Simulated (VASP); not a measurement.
Input of a VASP 6.6.1 run:

INCAR

```
SYSTEM = Al2Cu
GGA      = PS             ! functional
ISMEAR   = 1              ! smearing method
SIGMA    = 0.1            ! smearing width, eV
LWAVE    = .FALSE.        ! write WAVECAR
LCHARG   = .FALSE.        ! write CHGCAR
ISIF     = 2              ! what is computed and relaxed
ISYM     = 0            
PREC     = Accurate       ! precision mode
LASPH    = .TRUE.         ! aspherical terms in the spheres
LREAL    = .FALSE.        ! projectors in reciprocal space
ALGO     = Normal         ! electronic algorithm
EDIFF    = 1E-7           ! SCF threshold, eV
NELM     = 120            ! most SCF steps
GGA_COMPAT= .FALSE.      
ENCUT    = 470            ! plane-wave cutoff, eV
NSIM     = 4
```

The input KPOINTS:

```
k-points
0
Gamma
  3 3 4
```

Contents of POSCAR:

```
Al2Cu
1.0
   -6.0670000000      6.0670000000      4.8770000000
    6.0670000000     -6.0670000000      4.8770000000
    3.0335000000      3.0335000000     -2.4385000000
Cu Al
8 16
Direct
    0.1259930000      0.1263900000     -0.0034220000
    0.1215110000      0.6190800000     -0.0098170000
    0.6264730000      0.1214670000     -0.0069140000
    0.6270640000      0.6272470000     -0.0017110000
    0.3711750000      0.3672100000     -0.0020760000
    0.3733830000      0.8678900000     -0.0083050000
    0.8769050000      0.3766120000     -0.0042780000
    0.8780480000      0.8828280000     -0.0036240000
    0.1818380000      0.0825860000      0.4975420000
    0.1681830000      0.5761880000      0.5018880000
    0.6666670000      0.0782790000      0.4886350000
    0.6673000000      0.5818750000      0.5044200000
    0.4240070000      0.1745540000      0.1910800000
    0.4190350000      0.6697880000      0.1884550000
    0.9181810000      0.1755000000      0.1773310000
    0.9256810000      0.6692460000      0.1832680000
    0.3287950000      0.4206730000      0.5049580000
    0.3294220000      0.9234190000      0.5005170000
    0.8279380000      0.4188220000      0.4904490000
    0.8293490000      0.9257600000      0.5092570000
    0.0770470000      0.3250530000      0.8121320000
    0.0768270000      0.8297280000      0.8176360000
    0.5833880000      0.3332470000      0.8171450000
    0.5775870000      0.8301000000      0.8130720000
```

Potentials or basis: VASP PAW PBE potentials, release 64 (Cu, Al).

Launch:

```console
$ cat potpaw_PBE.64/Cu/POTCAR potpaw_PBE.64/Al/POTCAR > POTCAR
$ mpirun -np 8 vasp_std > vasp.out
```

Predict the pressure.

-3.1 GPa.

Estimate the largest force.

0.670 eV/Å.

What does it give for the band gap on the k mesh?

Zero (bands 68 and 69 overlap by 1.40 eV).

Forces in eV/Å, atoms in the order of the input:
```
Cu   0.022  0.059 -0.142
Cu   0.187  0.092  0.239
Cu   0.269 -0.275 -0.036
Cu   0.171  0.126 -0.105
Cu   0.183 -0.066  0.641
Cu   0.322 -0.161  0.098
Cu  -0.035 -0.075 -0.248
Cu   0.107  0.309 -0.470
Al   0.210 -0.274 -0.284
Al  -0.123 -0.143  0.136
Al   0.117  0.066 -0.001
Al  -0.180 -0.032  0.130
Al  -0.294  0.033 -0.020
Al  -0.212 -0.002  0.020
Al  -0.176  0.312 -0.051
Al   0.285 -0.253 -0.011
Al  -0.052  0.000  0.037
Al  -0.321  0.154 -0.083
Al   0.102 -0.030 -0.043
Al  -0.380 -0.149  0.117
Al  -0.010 -0.052  0.117
Al  -0.139  0.080  0.079
Al   0.054  0.084 -0.082
Al  -0.105  0.198 -0.039
```

Caveat: the cell differs from its parent crystal (atoms moved at random); the cell stands under tension; the PAW data sets were made with another functional, which shifts forces and pressure a little.
